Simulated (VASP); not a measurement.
A run of VASP 6.6.1:

File POSCAR:

```
AlN
1.0
    3.1998979654      0.0000000000      0.0000000000
   -1.5999489827      2.7711929276      0.0000000000
    0.0000000000      0.0000000000      5.1279311466
Al N
2 2
Direct
    0.6666666667      0.3333333333      0.4993449447
    0.3333333333      0.6666666667      0.9993449447
    0.6666666667      0.3333333333      0.8806550553
    0.3333333333      0.6666666667      0.3806550553
```

The input INCAR.step1:

```
SYSTEM = AlN
ALGO = Normal
EDIFF = 1E-4
ENCUT = 520
GGA = PE
ISMEAR = 0
LASPH = .True.
LCHARG = .False.
LREAL = .False.
LWAVE = .True.
NELM = 100
PREC = Accurate
SIGMA = 0.02
```

The input INCAR.step2:

```
SYSTEM = AlN
ALGO = Normal
EDIFF = 1E-6
EDIFFG = -0.008
ENCUT = 520
IBRION = 2
ISIF = 2
ISMEAR = 0
ISTART = 1
LASPH = .True.
LCHARG = .False.
LMIXTAU = .True.
LREAL = .False.
LWAVE = .False.
METAGGA = R2SCAN
NELM = 100
NSW = 60
PREC = Accurate
SIGMA = 0.02
```

The input KPOINTS:

```
k-points
0
Gamma
  12 12 6
  0 0 0
```

Potentials or basis: VASP PAW PBE potentials, release 64 (Al, N).

Run with:

```console
$ cat potpaw_PBE.64/Al/POTCAR potpaw_PBE.64/N/POTCAR > POTCAR
$ cp INCAR.step1 INCAR
$ mpirun -np 1 vasp_std > vasp.out
$ cp INCAR.step2 INCAR
$ mpirun -np 1 vasp_std > vasp.out
```

Hardware: 1 thread of AMD EPYC 9R45 96-Core Processor (Zen 5), with other jobs on the host.

Problem. How long does it take, and how much memory?

Solution. Wall time 110 s on 1 thread of AMD EPYC 9R45 96-Core Processor (Zen 5), with other jobs on the host, peak memory 0.15 GiB. Counts: k points 76, ion steps 2.
